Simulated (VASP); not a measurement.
# BN (k07) (P6_3mc) in VASP: notebook

The runs below take BN (k07) through single point, with PBEsol.

Everything below comes from runs of VASP 6.6.1. Logs are shortened: lines on timing, memory, paths and dates and some standing lists are left out, and cuts for length are marked.

### Step 1. The cell of the first run

Symmetry: P6_3mc, No. 186, hexagonal system. The conventional cell has a = 2.550 Å, b = 2.550 Å, c = 4.210 Å, α = 90.00°, β = 90.00°, γ = 120.00°. Within 2.1 Å of B (site symmetry 3m) lie 4 N at 1.56 to 1.57 Å. Within 2.1 Å of N (site symmetry 3m) lie 4 B at 1.56 to 1.57 Å.

### Step 2. Single point, PBEsol

INCAR reads:

```
PREC = Accurate
ENCUT = 520
EDIFF = 1E-6
ISMEAR = 0
SIGMA = 0.1
LREAL = False
LASPH = True
NELM = 100
ALGO = Normal
ISIF = 2
LWAVE = False
LCHARG = False
GGA = PS
NBANDS = 16
```

KPOINTS reads:

```
Automatic mesh
0
Gamma
  9 9 4
```

POSCAR reads:

```
BN
1.0
    2.5500000000      0.0000000000      0.0000000000
   -1.2750000000      2.2083647797      0.0000000000
    0.0000000000      0.0000000000      4.2100000000
B N
2 2
Direct
    0.3333333333      0.6666666667      0.0000000000
    0.6666666667      0.3333333333      0.5000000000
    0.3333333333      0.6666666667      0.3740000000
    0.6666666667      0.3333333333      0.8740000000
```

Potentials or basis: VASP PAW PBE potentials, release 64 (B, N).

The run is started by

```console
> cat potpaw_PBE.64/B/POTCAR potpaw_PBE.64/N/POTCAR > POTCAR
> mpirun -np 1 vasp_std > vasp.out
```

OUTCAR:

```text
PREC = Accurate
   ENCUT = 520
   EDIFF = 1E-6
   ISMEAR = 0
   LREAL = False
   LASPH = True
   NELM = 100
   ISIF = 2
   GGA = PS

 ion  position               nearest neighbor table
   1  0.333  0.667  0.000-   4 1.56   4 1.56   4 1.56   3 1.57
   2  0.667  0.333  0.500-   3 1.56   3 1.56   3 1.56   4 1.57
   3  0.333  0.667  0.374-   2 1.56   2 1.56   2 1.56   1 1.57
   4  0.667  0.333  0.874-   1 1.56   1 1.56   1 1.56   2 1.57

  LATTYP: Found a hexagonal cell.
 ALAT       =     2.5500000000
 C/A-ratio  =     1.6509803922

  Lattice vectors:

 A1 = (   2.5500000000,   0.0000000000,   0.0000000000)
 A2 = (  -1.2750000000,   2.2083647797,   0.0000000000)
 A3 = (   0.0000000000,   0.0000000000,   4.2100000000)

Analysis of symmetry for initial positions (statically):
=====================================================================
 Subroutine PRICEL returns:
 Original cell was already a primitive cell.

 Routine SETGRP: Setting up the symmetry group for a
 hexagonal supercell.

 Subroutine GETGRP returns: Found 12 space group operations
 (whereof  6 operations were pure point group operations)
 out of a pool of 24 trial point group operations.

The static configuration has the point symmetry C_3v.
 The point group associated with its full space group is C_6v.

Analysis of symmetry for dynamics (positions and initial velocities):
=====================================================================
 Subroutine PRICEL returns:
 Original cell was already a primitive cell.

 Routine SETGRP: Setting up the symmetry group for a
 hexagonal supercell.

 Subroutine GETGRP returns: Found 12 space group operations
 (whereof  6 operations were pure point group operations)
 out of a pool of 24 trial point group operations.

The dynamic configuration has the point symmetry C_3v.
 The point group associated with its full space group is C_6v.

 Subroutine INISYM returns: Found 12 space group operations
 (whereof  6 operations are pure point group operations),
 and found     1 'primitive' translations

----------------------------------------------------------------------------------------

                                     Primitive cell

  volume of cell :      23.7079

  direct lattice vectors                    reciprocal lattice vectors
     2.550000000  0.000000000  0.000000000     0.392156863  0.226411870  0.000000000
    -1.275000000  2.208364780  0.000000000     0.000000000  0.452823741  0.000000000
     0.000000000  0.000000000  4.210000000     0.000000000  0.000000000  0.237529691

  length of vectors
     2.550000000  2.550000000  4.210000000     0.452823741  0.452823741  0.237529691

  position of ions in fractional coordinates (direct lattice)
     0.333333333  0.666666667  0.000000000
     0.666666667  0.333333333  0.500000000
     0.333333333  0.666666667  0.374000000
     0.666666667  0.333333333  0.874000000

  ion indices of the primitive-cell ions
   primitive index   ion index
                 1           1
                 2           2
                 3           3
                 4           4

----------------------------------------------------------------------------------------

 KPOINTS: Automatic mesh

Automatic generation of k-mesh.
 Grid dimensions read from file:
 generate k-points for:    9    9    4

 Generating k-lattice:

  Cartesian coordinates                     Fractional coordinates (reciprocal lattice)
     0.043572985  0.025156874  0.000000000     0.111111111  0.000000000  0.000000000
     0.000000000  0.050313749  0.000000000     0.000000000  0.111111111  0.000000000
     0.000000000  0.000000000  0.059382423     0.000000000  0.000000000  0.250000000

  Length of vectors
     0.050313749  0.050313749  0.059382423

  Shift w.r.t. Gamma in fractional coordinates (k-lattice)
     0.000000000  0.000000000  0.000000000

 Subroutine IBZKPT returns following result:
 ===========================================

 Found     36 irreducible k-points:

 Following reciprocal coordinates:
            Coordinates               Weight
  0.000000  0.000000  0.000000      1.000000
  0.111111  0.000000  0.000000      6.000000
  0.222222  0.000000  0.000000      6.000000
  0.333333  0.000000  0.000000      6.000000
  0.444444  0.000000  0.000000      6.000000
  0.111111  0.111111  0.000000      6.000000
[... 16 lines left out ...]
  0.333333  0.222222  0.250000     24.000000
  0.333333  0.333333  0.250000      4.000000
 [... further k-points ...]
   k-points           NKPTS =     36   k-points in BZ     NKDIM =     36   number of bands    NBANDS=     16
   number of dos      NEDOS =    301   number of ions     NIONS =      4
   total plane-waves  NPLWV =  12800
   dimension x,y,z NGX =    20 NGY =   20 NGZ =   32
   dimension x,y,z NGXF=    40 NGYF=   40 NGZF=   64
   ions per type =               2   2
   NGX,Y,Z   is equivalent  to a cutoff of  13.04, 13.04, 12.64 a.u.
   NGXF,Y,Z  is equivalent  to a cutoff of  26.08, 26.08, 25.27 a.u.
 SYSTEM =  unknown system
   PREC   = accura    normal or accurate (medium, high low for compatibility)
   ISTART =      0    job   : 0-new  1-cont  2-samecut
   ICHARG =      2    charge: 1-file 2-atom 10-const
   ISPIN  =      1    spin polarized calculation?
   LNONCOLLINEAR =      F non collinear calculations
   LSORBIT =      F    spin-orbit coupling
   LASPH  =      T    aspherical Exc in radial PAW
   ENCUT  =  520.0 eV  38.22 Ry    6.18 a.u.   4.74  4.74  7.83*2*pi/ulx,y,z
   NELM   =    100;   NELMIN=  2; NELMDL= -5     # of ELM steps
   EDIFF  = 0.1E-05   stopping-criterion for ELM
   LREAL  =      F    real-space projection
   EDIFFG = 0.1E-04   stopping-criterion for IOM
   NSW    =      0    number of steps for IOM
   IBRION =     -1    ionic relax: 0-MD 1-quasi-New 2-CG
   NFREE  =      0    steps in history (QN), initial steepest desc. (CG)
   ISIF   =      2    stress and relaxation
   ISYM   =      2    0-nonsym 1-usesym 2-fastsym
   POTIM  = 0.5000    time-step for ionic-motion
   TEBEG  =    0.0;   TEEND  =   0.0 temperature during run
   PSTRESS=    0.0 pullay stress
   NELECT =      16.0000    total number of electrons
   NUPDOWN=      -1.0000    fix difference up-down
   EMIN   =  10.00;   EMAX   =-10.00  energy-range for DOS
   EFERMI =   0.00;   METHOD = LEGACY
   ISMEAR =     0;   SIGMA  =   0.10  broadening in eV -4-tet -1-fermi 0-gaus
   EFERMI_NEDOS =   21; number of points for ismear=-14 and -15
   IALGO  =     38    algorithm
   IMIX   =      4    mixing-type and parameters
     AMIX     =   0.40;   BMIX     =  1.00
     AMIX_MAG =   1.60;   BMIX_MAG =  1.00
  volume/ion in A,a.u.               =       5.93        40.00
  Fermi-wavevector in a.u.,A,eV,Ry     =   1.435987  2.713622 28.056005  2.062058
  Thomas-Fermi vector in A             =   2.555225
   LORBIT       =      0    0 simple, 1 ext, 2 COOP (PROOUT), +10 PAW based schemes
   GGA     = PS    functional components
   LHFCALC =     F    Hartree Fock is set to
   AEXX    =    0.0000 exact exchange contribution
   IVDW    =     0    specifies the selected vdW correction
   LEPSILON=     F    determine dielectric tensor
   LRPA    =     F    only Hartree local field effects (RPA)
 non-spin polarized calculation
 Gauss-broadening in eV      SIGMA  =   0.10
  energy-cutoff  :      520.00
  volume of cell :       23.71
 maximum number of plane-waves:       652
 NGX is ok and might be reduce to    20
   NGX =  9   NGY =  9   NGZ = 15

 number of electron      16.0000000 magnetization

 Free energy of the ion-electron system (eV)
  ---------------------------------------------------
  ext. energy  EPLUGINS =         0.00000000
  ---------------------------------------------------
  free energy    TOTEN  =       -36.62447721 eV

  energy without entropy =      -36.62447721  energy(sigma->0) =      -36.62447721

 E-fermi :   8.0056     XC(G=0): -12.9901

 val. band max:        7.4887223357   @ k =   0.0000   0.0000   0.0000
 cond. band min:      12.4253334265   @ k =   0.3333   0.3333   0.0000
 fundamental gap:      4.9366110908
 Fermi energy:         8.0055724927

 k-point     1 :       0.0000    0.0000    0.0000
  band No.  band energies     occupation
      1     -12.9122      2.00000
      2      -8.7079      2.00000
      3      -3.5028      2.00000
      4       5.3403      2.00000
      5       5.3403      2.00000
      6       7.1859      2.00000
[... 8 lines left out ...]
     15      19.3079      0.00000
     16      23.5380      0.00000

 k-point     2 :       0.1111    0.0000    0.0000
  band No.  band energies     occupation
      1     -12.6435      2.00000
      2      -8.5031      2.00000
      3      -3.2371      2.00000
      4       4.1594      2.00000
      5       4.8590      2.00000
      6       6.5075      2.00000
[... 8 lines left out ...]
     15      20.0672      0.00000
     16      23.1160      0.00000

 k-point     3 :       0.2222    0.0000    0.0000
  band No.  band energies     occupation
      1     -11.8533      2.00000
      2      -7.9443      2.00000
      3      -2.4589      2.00000
      4       1.6547      2.00000
      5       3.8851      2.00000
      6       4.3329      2.00000
[... 8 lines left out ...]
     15      21.8620      0.00000
     16      22.5015      0.00000

 k-point     4 :       0.3333    0.0000    0.0000
  band No.  band energies     occupation
      1     -10.6082      2.00000
      2      -7.3014      2.00000
      3      -1.2718      2.00000
      4      -0.7517      2.00000
      5       1.9607      2.00000
      6       3.0160      2.00000
[... 8 lines left out ...]
     15      23.2358      0.00000
     16      23.7939      0.00000

 k-point     5 :       0.4444    0.0000    0.0000
  band No.  band energies     occupation
      1      -9.1666      2.00000
      2      -7.3184      2.00000
      3      -1.9749      2.00000
      4      -0.1303      2.00000
      5       0.3586      2.00000
      6       2.5319      2.00000
[... 8 lines left out ...]
     15      23.6251      0.00000
     16      25.0242      0.00000

 k-point     6 :       0.1111    0.1111    0.0000
  band No.  band energies     occupation
      1     -12.1136      2.00000
      2      -8.1186      2.00000
      3      -2.7142      2.00000
      4       2.6512      2.00000
      5       3.6143      2.00000
      6       5.3407      2.00000
[... 8 lines left out ...]
     15      21.6532      0.00000
     16      22.6705      0.00000

 k-point     7 :       0.2222    0.1111    0.0000
  band No.  band energies     occupation
      1     -11.0913      2.00000
      2      -7.4885      2.00000
      3      -1.7122      2.00000
      4       0.4329      2.00000
      5       2.0963      2.00000
      6       3.5778      2.00000
[... 8 lines left out ...]
     15      22.5977      0.00000
     16      23.3484      0.00000

 k-point     8 :       0.3333    0.1111    0.0000
  band No.  band energies     occupation
      1      -9.7030      2.00000
      2      -7.0963      2.00000
      3      -1.4349      2.00000
      4      -0.3741      2.00000
      5       0.7775      2.00000
      6       2.1085      2.00000
[... 8 lines left out ...]
     15      23.1809      0.00000
     16      23.9507      0.00000

 k-point     9 :       0.4444    0.1111    0.0000
  band No.  band energies     occupation
      1      -8.6334      2.00000
      2      -7.4274      2.00000
      3      -1.9226      2.00000
      4      -0.1664      2.00000
      5       0.6980      2.00000
      6       1.6733      2.00000
[... 8 lines left out ...]
     15      23.5115      0.00000
     16      24.9112      0.00000
[... 172 lines left out ...]
 k-point    19 :       0.2222    0.1111    0.2500
  band No.  band energies     occupation
      1     -10.7447      2.00000
      2      -8.3548      2.00000
      3      -0.7626      2.00000
      4       1.1454      2.00000
      5       1.9248      2.00000
      6       3.1568      2.00000
[... 8 lines left out ...]
     15      22.2295      0.00000
     16      23.0616      0.00000

 k-point    20 :       0.3333    0.1111    0.2500
  band No.  band energies     occupation
      1      -9.4036      2.00000
      2      -7.5806      2.00000
      3      -1.8810      2.00000
      4      -0.1743      2.00000
      5       1.3442      2.00000
      6       2.3320      2.00000
[... 8 lines left out ...]
     15      23.2695      0.00000
     16      24.0350      0.00000

 k-point    21 :       0.4444    0.1111    0.2500
  band No.  band energies     occupation
      1      -8.4196      2.00000
      2      -7.5204      2.00000
      3      -2.4755      2.00000
      4      -1.2302      2.00000
      5       1.5199      2.00000
      6       2.5294      2.00000
[... 8 lines left out ...]
     15      23.5653      0.00000
     16      24.7201      0.00000

 k-point    22 :       0.2222    0.2222    0.2500
  band No.  band energies     occupation
      1      -9.5938      2.00000
      2      -7.6125      2.00000
      3      -1.0929      2.00000
      4       0.0233      2.00000
      5       1.4824      2.00000
      6       1.6617      2.00000
[... 8 lines left out ...]
     15      22.5825      0.00000
     16      23.3624      0.00000

 k-point    23 :       0.3333    0.2222    0.2500
  band No.  band energies     occupation
      1      -8.3322      2.00000
      2      -7.2840      2.00000
      3      -1.8027      2.00000
      4      -0.8184      2.00000
      5       0.2769      2.00000
      6       2.1124      2.00000
[... 8 lines left out ...]
     15      23.0945      0.00000
     16      24.0104      0.00000

 k-point    24 :       0.3333    0.3333    0.2500
  band No.  band energies     occupation
      1      -7.4975      2.00000
      2      -7.4975      2.00000
      3      -1.4355      2.00000
      4      -0.7663      2.00000
      5      -0.7663      2.00000
      6       1.1872      2.00000
[... 8 lines left out ...]
     15      23.7834      0.00000
     16      23.7834      0.00000

 [... further k-points ...]
[... 5 lines left out ...]
  --------------------------------------------------------------------------------------
  -------------------------------------------------------------------------------------
  Total       -0.4921194     -0.4921194     -0.2218393      0.0000000      0.0000000      0.0000000
  in kB      -33.2573764    -33.2573764    -14.9918758      0.0000000      0.0000000      0.0000000
  external PRESSURE =     -27.1688762 kB  Pullay stress =       0.0000000 kB

 VOLUME and BASIS-vectors are now :
 -----------------------------------------------------------------------------
  energy-cutoff  :      520.00
  volume of cell :       23.71
      direct lattice vectors                 reciprocal lattice vectors
     2.550000000  0.000000000  0.000000000     0.392156863  0.226411870  0.000000000
    -1.275000000  2.208364780  0.000000000     0.000000000  0.452823741  0.000000000
     0.000000000  0.000000000  4.210000000     0.000000000  0.000000000  0.237529691

 POSITION                                       TOTAL-FORCE (eV/Angst)
 -----------------------------------------------------------------------------------
     -0.00000      1.47224      0.00000         0.000000     -0.000000     -0.053532
      1.27500      0.73612      2.10500         0.000000      0.000000     -0.053532
     -0.00000      1.47224      1.57454         0.000000      0.000000      0.053532
      1.27500      0.73612      3.67954        -0.000000     -0.000000      0.053532
 -----------------------------------------------------------------------------------
    total drift:                               -0.000000     -0.000000     -0.000455

  FREE ENERGIE OF THE ION-ELECTRON SYSTEM (eV)
  ---------------------------------------------------
  free  energy   TOTEN  =       -36.6244772080 eV

  energy  without entropy=      -36.6244772080  energy(sigma->0) =      -36.62447721
```

Wall time 13 s (1 thread of AMD EPYC 7R43 (Zen 3), shared host); peak memory 0.1 GiB.

What came out:

* Free energy: -36.6245 eV
* Pressure: -2.7 GPa
* Largest force: 0.054 eV/Å
* Band gap on the k mesh: 4.94 eV, indirect (least direct gap 8.14 eV)

Forces in eV/Å, atoms in the order of the input:
```
B    0.000  0.000 -0.054
B    0.000  0.000 -0.054
N    0.000  0.000  0.054
N    0.000  0.000  0.054
```

Caveat: the PAW data sets were made with another functional, which shifts forces and pressure a little. A k mesh can miss the band edges.

(Part 1 of 2 ends here.)
